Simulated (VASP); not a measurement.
# Nb (Im-3m) in VASP: a series of runs, part 2 of 2

VASP 6.6.1. Earlier steps stand in the parts before.

**3. Single point, BLYP, collinear spin, ferromagnetic start**

This run uses another cell than the first one, of 18.78 Å³/atom, 0.893 times its volume.

INCAR reads:

```
SYSTEM = Nb
AGGAC = 1.0
AGGAX = 1.0
ALDAC = 0.0
ALDAX = 1.0
ALGO = Normal
EDIFF = 1E-6
ENCUT = 520
GGA = B5
ISIF = 2
ISMEAR = -1
ISPIN = 2
LASPH = .True.
LCHARG = .False.
LMAXMIX = 4
LORBIT = 11
LREAL = .False.
LWAVE = .False.
MAGMOM = 1
NBANDS = 16
NELM = 150
PREC = Accurate
SIGMA = 0.05
```

KPOINTS reads:

```
k-points
0
Gamma
  22 22 22
  0 0 0
```

POSCAR reads:

```
Nb
1.0
   -1.6746192086      1.6746192086      1.6746192086
    1.6746192086     -1.6746192086      1.6746192086
    1.6746192086      1.6746192086     -1.6746192086
Nb
1
Direct
    0.0000000000      0.0000000000      0.0000000000
```

Potentials or basis: VASP PAW PBE potentials, release 64 (Nb_sv).

The run is started by

```bash
$ cat potpaw_PBE.64/Nb_sv/POTCAR > POTCAR
$ mpirun -np 1 vasp_std > vasp.out
```

OUTCAR:

```text
SYSTEM = Nb
   EDIFF = 1E-6
   ENCUT = 520
   GGA = B5
   ISIF = 2
   ISMEAR = -1
   ISPIN = 2
   LASPH = .True.
   LORBIT = 11
   LREAL = .False.
   NELM = 150
   PREC = Accurate

 ion  position               nearest neighbor table
   1  0.000  0.000  0.000-

  LATTYP: Found a body centered cubic cell.
 ALAT       =     3.3492384172

  Lattice vectors:

 A1 = (  -1.6746192086,   1.6746192086,   1.6746192086)
 A2 = (   1.6746192086,  -1.6746192086,   1.6746192086)
 A3 = (   1.6746192086,   1.6746192086,  -1.6746192086)

Analysis of symmetry for initial positions (statically):
=====================================================================
 Subroutine PRICEL returns:
 Original cell was already a primitive cell.

 Routine SETGRP: Setting up the symmetry group for a
 body centered cubic supercell.

 Subroutine GETGRP returns: Found 48 space group operations
 (whereof 48 operations were pure point group operations)
 out of a pool of 48 trial point group operations.

The static configuration has the point symmetry O_h .

Analysis of symmetry for dynamics (positions and initial velocities):
=====================================================================
 Subroutine PRICEL returns:
 Original cell was already a primitive cell.

 Routine SETGRP: Setting up the symmetry group for a
 body centered cubic supercell.

 Subroutine GETGRP returns: Found 48 space group operations
 (whereof 48 operations were pure point group operations)
 out of a pool of 48 trial point group operations.

The dynamic configuration has the point symmetry O_h .

Analysis of structural, dynamic, and magnetic symmetry:
=====================================================================
 Subroutine PRICEL returns:
 Original cell was already a primitive cell.

 Routine SETGRP: Setting up the symmetry group for a
 body centered cubic supercell.

 Subroutine GETGRP returns: Found 48 space group operations
 (whereof 48 operations were pure point group operations)
 out of a pool of 48 trial point group operations.

The overall configuration has the point symmetry O_h .

 Subroutine INISYM returns: Found 48 space group operations
 (whereof 48 operations are pure point group operations),
 and found     1 'primitive' translations

----------------------------------------------------------------------------------------

                                     Primitive cell

  volume of cell :      18.7849

  direct lattice vectors                    reciprocal lattice vectors
    -1.674619209  1.674619209  1.674619209     0.000000000  0.298575340  0.298575340
     1.674619209 -1.674619209  1.674619209     0.298575340  0.000000000  0.298575340
     1.674619209  1.674619209 -1.674619209     0.298575340  0.298575340  0.000000000

  length of vectors
     2.900525553  2.900525553  2.900525553     0.422249296  0.422249296  0.422249296

  position of ions in fractional coordinates (direct lattice)
     0.000000000  0.000000000  0.000000000

  ion indices of the primitive-cell ions
[... 56 lines left out ...]
   k-points           NKPTS =    328   k-points in BZ     NKDIM =    328   number of bands    NBANDS=     16
   number of dos      NEDOS =    301   number of ions     NIONS =      1
   total plane-waves  NPLWV =  13824
   dimension x,y,z NGX =    24 NGY =   24 NGZ =   24
   dimension x,y,z NGXF=    48 NGYF=   48 NGZF=   48
   ions per type =               1
   NGX,Y,Z   is equivalent  to a cutoff of  13.76, 13.76, 13.76 a.u.
   NGXF,Y,Z  is equivalent  to a cutoff of  27.51, 27.51, 27.51 a.u.
 SYSTEM =  Nb
   PREC   = accura    normal or accurate (medium, high low for compatibility)
   ISTART =      0    job   : 0-new  1-cont  2-samecut
   ICHARG =      2    charge: 1-file 2-atom 10-const
   ISPIN  =      2    spin polarized calculation?
   LNONCOLLINEAR =      F non collinear calculations
   LSORBIT =      F    spin-orbit coupling
   LASPH  =      T    aspherical Exc in radial PAW
   ENCUT  =  520.0 eV  38.22 Ry    6.18 a.u.   5.39  5.39  5.39*2*pi/ulx,y,z
   NELM   =    150;   NELMIN=  2; NELMDL= -5     # of ELM steps
   EDIFF  = 0.1E-05   stopping-criterion for ELM
   LREAL  =      F    real-space projection
   EDIFFG = 0.1E-04   stopping-criterion for IOM
   NSW    =      0    number of steps for IOM
   IBRION =     -1    ionic relax: 0-MD 1-quasi-New 2-CG
   NFREE  =      0    steps in history (QN), initial steepest desc. (CG)
   ISIF   =      2    stress and relaxation
   ISYM   =      2    0-nonsym 1-usesym 2-fastsym
   POTIM  = 0.5000    time-step for ionic-motion
   TEBEG  =    0.0;   TEEND  =   0.0 temperature during run
   PSTRESS=    0.0 pullay stress
   NELECT =      13.0000    total number of electrons
   NUPDOWN=      -1.0000    fix difference up-down
   EMIN   =  10.00;   EMAX   =-10.00  energy-range for DOS
   EFERMI =   0.00;   METHOD = LEGACY
   ISMEAR =    -1;   SIGMA  =   0.05  broadening in eV -4-tet -1-fermi 0-gaus
   EFERMI_NEDOS =   21; number of points for ismear=-14 and -15
   IALGO  =     38    algorithm
   IMIX   =      4    mixing-type and parameters
     AMIX     =   0.40;   BMIX     =  1.00
     AMIX_MAG =   1.60;   BMIX_MAG =  1.00
  volume/ion in A,a.u.               =      18.78       126.77
  Fermi-wavevector in a.u.,A,eV,Ry     =   1.448060  2.736437 28.529753  2.096878
  Thomas-Fermi vector in A             =   2.565944
   LORBIT       =     11    0 simple, 1 ext, 2 COOP (PROOUT), +10 PAW based schemes
   GGA     = B5    functional components
   LHFCALC =     F    Hartree Fock is set to
   AEXX    =    0.0000 exact exchange contribution
   IVDW    =     0    specifies the selected vdW correction
   LEPSILON=     F    determine dielectric tensor
   LRPA    =     F    only Hartree local field effects (RPA)
 spin polarized calculation
  energy-cutoff  :      520.00
  volume of cell :       18.78
 maximum number of plane-waves:       531
 NGX is ok and might be reduce to    24
   NGX = 11   NGY = 11   NGZ = 11

 number of electron      12.9999999 magnetization       0.0011833

 number of electron      12.9999999 magnetization      -0.0002799

 Free energy of the ion-electron system (eV)
  ---------------------------------------------------
  ext. energy  EPLUGINS =         0.00000000
  ---------------------------------------------------
  free energy    TOTEN  =        -8.86218199 eV

  energy without entropy =       -8.84849898  energy(sigma->0) =       -8.85534049

 E-fermi :  11.1446     XC(G=0): -11.6725

 val. band max:       11.1396460760   @ k =  -0.1818   0.2273   0.1364
 cond. band min:      11.1459624699   @ k =   0.2727   0.0455   0.0000
 fundamental gap:      0.0063163939
 Fermi energy:        11.1446340379

 spin component 1

 k-point     1 :       0.0000    0.0000    0.0000
  band No.  band energies     occupation
      1     -43.1608      1.00000
      2     -18.6576      1.00000
      3     -18.6576      1.00000
      4     -18.6576      1.00000
      5       5.4720      1.00000
      6      11.4389      0.00277
[... 435 lines left out ...]
      5       6.8407      1.00000
      6      10.7926      0.99913
[... 8 lines left out ...]
     15      33.6073      0.00000
     16      34.9249      0.00000

 [... further k-points ...]

 spin component 2

 k-point     1 :       0.0000    0.0000    0.0000
  band No.  band energies     occupation
      1     -43.1611      1.00000
      2     -18.6578      1.00000
      3     -18.6578      1.00000
      4     -18.6578      1.00000
      5       5.4718      1.00000
      6      11.4387      0.00278
[... 435 lines left out ...]
      5       6.8405      1.00000
      6      10.7924      0.99913
[... 8 lines left out ...]
     15      33.6071      0.00000
     16      34.9247      0.00000

 [... further k-points ...]

------------------------ aborting loop because EDIFF is reached ----------------------------------------

  FORCE on cell =-STRESS in cart. coord.  units (eV):
  Direction    XX          YY          ZZ          XY          YZ          ZX
  --------------------------------------------------------------------------------------
  -------------------------------------------------------------------------------------
  Total        0.0426577      0.0426577      0.0426577      0.0000000      0.0000000     -0.0000000
  in kB        3.6383120      3.6383120      3.6383120      0.0000000      0.0000000     -0.0000000
  external PRESSURE =       3.6383120 kB  Pullay stress =       0.0000000 kB

 VOLUME and BASIS-vectors are now :
 -----------------------------------------------------------------------------
  energy-cutoff  :      520.00
  volume of cell :       18.78
      direct lattice vectors                 reciprocal lattice vectors
    -1.674619209  1.674619209  1.674619209     0.000000000  0.298575340  0.298575340
     1.674619209 -1.674619209  1.674619209     0.298575340  0.000000000  0.298575340
     1.674619209  1.674619209 -1.674619209     0.298575340  0.298575340  0.000000000

 POSITION                                       TOTAL-FORCE (eV/Angst)
 -----------------------------------------------------------------------------------
      0.00000      0.00000      0.00000         0.000000      0.000000     -0.000000
 -----------------------------------------------------------------------------------
    total drift:                                0.000000      0.000000     -0.000000

  FREE ENERGIE OF THE ION-ELECTRON SYSTEM (eV)
  ---------------------------------------------------
  free  energy   TOTEN  =        -8.8621819925 eV

  energy  without entropy=       -8.8484989831  energy(sigma->0) =       -8.85534049

 total charge

# of ion       s       p       d       tot
------------------------------------------
    1        2.216   5.984   2.536  10.737

 magnetization (x)

# of ion       s       p       d       tot
------------------------------------------
    1       -0.000  -0.000  -0.000  -0.000
```

stdout:

```text
POSCAR found type information on POSCAR Nb
 POSCAR found :  1 types and       1 ions
 scaLAPACK will be used
 -----------------------------------------------------------------------------
|                                                                             |
|                                                                             |
|     You enforced a specific xc type in the INCAR file but a different       |
|     I HOPE YOU KNOW WHAT YOU ARE DOING!                                     |
|                                                                             |
 -----------------------------------------------------------------------------

 LDA part: xc-table for (Slater(with rela. corr.)+VWN5), standard interpolation
 POSCAR, INCAR and KPOINTS ok, starting setup
 FFT: planning ... GRIDC
 FFT: planning ... GRID_SOFT
 FFT: planning ... GRID
 WAVECAR not read
 entering main loop
```

Run time: 3.7 min. Hardware: 1 thread of Intel Xeon 8259CL, shared host; peak memory 0.26 GiB.

What came out:

```
Free energy                                           : -8.8622 eV
Pressure                                              : 0.4 GPa
Net moment                                            : 0.00 μB per cell
Valence electrons inside the program's atomic spheres : Nb 10.74
```

Caveat: the PAW data sets were made with another functional, which shifts forces and pressure a little.
